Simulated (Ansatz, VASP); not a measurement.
# Mo3W: VASP beside Ansatz

```xyz
4
Lattice="4.0111 0.0000 0.0000 0.0000 4.0111 0.0000 0.0000 0.0000 4.0111" Properties=species:S:1:pos:R:3 pbc="T T T"
Mo    0.0000    2.0056    2.0056
Mo    2.0056    0.0000    2.0056
Mo    2.0056    2.0056    0.0000
W     0.0000    0.0000    0.0000
```

Change from the starting cell: species swapped into the Pr3In type (Pm-3m, No. 221).

Alike in both runs: functional PBE; k mesh 12 × 12 × 12; occupations gaussian, width 0.1 eV; no spin polarisation.

Ansatz relaxed the structure, and its values are those at the end. VASP's run is a single point on that final structure, the one shown.

|  | VASP | Ansatz |
| --- | --- | --- |
| version | VASP 6.6.1 | Ansatz 0.2.0 |
| potentials or method | VASP PAW PBE potentials, release 64 (Mo_sv, W_sv), cutoff 500 eV | scalar-relativistic, plane waves, PAW |
| valence electrons in the cell | 56 | 56 |

```csv
,VASP,Ansatz,Ansatz less VASP
gap on the k mesh at the Fermi level (eV),none,none,-
pressure (GPa),0.5,0.0,-0.50
```

A gap of «none» marks a metal or a gap that the smearing closes.

Neither program's run includes spin-orbit coupling.
